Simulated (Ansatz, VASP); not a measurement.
**One calculation of Al16HRu16, two programs**

INCAR

```
SYSTEM = Al16HRu16
  PREC = Accurate
  ENCUT = 520
  EDIFF = 1E-6
  ISMEAR = 1
  SIGMA = 0.1
  LREAL = Auto
  LASPH = .TRUE.
  NELM = 80
  ALGO = Normal
  ISIF = 2
  LWAVE = .FALSE.
  LCHARG = .FALSE.
  GGA = PE
  NBANDS = 158
```

The input KPOINTS:

```
Automatic mesh
0
G
  2 2 2
  0 0 0
```

The input POSCAR:

```
Al16HRu16
1.0
    0.0000000000      6.0068828200      6.0068828200
    6.0068828200      0.0000000000      6.0068828200
    6.0068828200      6.0068828200      0.0000000000
Al Ru H
16 16 1
Direct
    0.0017690900      0.0004737900     -0.0008994000
    0.2517022300      0.2487352300      0.2494593700
    0.0015004000     -0.0014805700      0.4996790400
    0.2497526500      0.2484642000      0.7511241600
    0.0010194500      0.4997317400     -0.0006990500
    0.2507132400      0.7497250800      0.2498465900
    0.0020838600      0.4990655800      0.5005123400
    0.2499528900      0.7497510000      0.7503662000
    0.5004882100     -0.0004820400      0.0000628000
    0.7504882500      0.2492166100      0.2498221700
    0.5004664200      0.0002827800      0.4998428300
    0.7511549500      0.2481507200      0.7514331300
    0.5001125900      0.4999121700      0.0010543700
    0.7561067100      0.7639662300      0.2356313800
    0.4862790200      0.4941140500      0.5054674600
    0.7503227700      0.7501060000      0.7508478900
    0.1257922800      0.1244217500      0.1250079800
    0.3749081000      0.3735114300      0.3741306900
    0.1259768900      0.1242502400      0.6247863300
    0.3756189300      0.3743096900      0.8756135100
    0.1262599200      0.6242735500      0.1249718200
    0.3765925800      0.8736343600      0.3752757600
    0.1229661600      0.6254515300      0.6260720400
    0.3756435800      0.8745885400      0.8751483600
    0.6247705900      0.1272651000      0.1242648200
    0.8790926200      0.3711371200      0.3729889500
    0.6259557300      0.1239619700      0.6252796500
    0.8754331100      0.3747963400      0.8753326500
    0.6259249400      0.6243056500      0.1259574500
    0.8759273500      0.8746153700      0.3753085900
    0.6236388900      0.6265944300      0.6284405700
    0.8767147400      0.8753143500      0.8723253500
    0.6891710100      0.5610746400      0.4385055200
```

Input for Ansatz:

```yaml
crystal:
  lattice:
    - [0.0, 6.00688282, 6.00688282]
    - [6.00688282, 0.0, 6.00688282]
    - [6.00688282, 6.00688282, 0.0]
  atoms:
    - { symbol: Al, position: [0.00176909, 0.00047379, -0.0008994] }
    - { symbol: Al, position: [0.25170223, 0.24873523, 0.24945937] }
    - { symbol: Ru, position: [0.12579228, 0.12442175, 0.12500798] }
    - { symbol: Ru, position: [0.3749081, 0.37351143, 0.37413069] }
    - { symbol: Al, position: [0.0015004, -0.00148057, 0.49967904] }
    - { symbol: Al, position: [0.24975265, 0.2484642, 0.75112416] }
    - { symbol: Ru, position: [0.12597689, 0.12425024, 0.62478633] }
    - { symbol: Ru, position: [0.37561893, 0.37430969, 0.87561351] }
    - { symbol: Al, position: [0.00101945, 0.49973174, -0.00069905] }
    - { symbol: Al, position: [0.25071324, 0.74972508, 0.24984659] }
    - { symbol: Ru, position: [0.12625992, 0.62427355, 0.12497182] }
    - { symbol: Ru, position: [0.37659258, 0.87363436, 0.37527576] }
    - { symbol: Al, position: [0.00208386, 0.49906558, 0.50051234] }
    - { symbol: Al, position: [0.24995289, 0.749751, 0.7503662] }
    - { symbol: Ru, position: [0.12296616, 0.62545153, 0.62607204] }
    - { symbol: Ru, position: [0.37564358, 0.87458854, 0.87514836] }
    - { symbol: Al, position: [0.50048821, -0.00048204, 6.28e-05] }
    - { symbol: Al, position: [0.75048825, 0.24921661, 0.24982217] }
    - { symbol: Ru, position: [0.62477059, 0.1272651, 0.12426482] }
    - { symbol: Ru, position: [0.87909262, 0.37113712, 0.37298895] }
    - { symbol: Al, position: [0.50046642, 0.00028278, 0.49984283] }
    - { symbol: Al, position: [0.75115495, 0.24815072, 0.75143313] }
    - { symbol: Ru, position: [0.62595573, 0.12396197, 0.62527965] }
    - { symbol: Ru, position: [0.87543311, 0.37479634, 0.87533265] }
    - { symbol: Al, position: [0.50011259, 0.49991217, 0.00105437] }
    - { symbol: Al, position: [0.75610671, 0.76396623, 0.23563138] }
    - { symbol: Ru, position: [0.62592494, 0.62430565, 0.12595745] }
    - { symbol: Ru, position: [0.87592735, 0.87461537, 0.37530859] }
    - { symbol: Al, position: [0.48627902, 0.49411405, 0.50546746] }
    - { symbol: Al, position: [0.75032277, 0.750106, 0.75084789] }
    - { symbol: Ru, position: [0.62363889, 0.62659443, 0.62844057] }
    - { symbol: Ru, position: [0.87671474, 0.87531435, 0.87232535] }
    - { symbol: H, position: [0.68917101, 0.56107464, 0.43850552] }
basis:
  ecutwfc: 420
  xc_grid: 2
hamiltonian:
  xc: pbe
  pseudopotentials: { kind: paw, azcp: { folder: soft_1 } }
kpoints:
  mp_grid: { grid: [2, 2, 2] }
scf:
  occupations: { method: methfessel_paxton, width: 0.1 }
  max_iter: 160
output:
  forces: true
  eigenvalues: true
checkpoint:
  write: "../q0.start.mesh.run"
  compress: false
  write_wavefunctions: false
  write_every: 100000
```

Alike in both runs: task single point; functional PBE; k mesh 2 × 2 × 2; occupations methfessel-paxton of order 1, width 0.1 eV; no spin polarisation.

|  | VASP | Ansatz |
| --- | --- | --- |
| version | VASP 6.6.1 | Ansatz 0.2.0 |
| potentials or method | VASP PAW PBE potentials, release 64 (Al, Ru_pv, H), cutoff 520 eV | plane-wave PAW DFT |
| valence electrons in the cell | 273 | 305 |

|  | VASP | Ansatz | Ansatz less VASP |
| --- | --- | --- | --- |
| rms of the force components (eV/Å) | 0.045 | 0.047 | +0.0017 |

With one functional, cell and mesh, what is left measures potentials, basis and numerics. VASP's potentials hold 273 valence electrons a cell and Ansatz's 305, so a difference there can come from the potentials and not from the codes. Ansatz's warnings: near symmetry operation missed by atoms.

The k mesh is coarse, so the values compare programs but aren't converged.
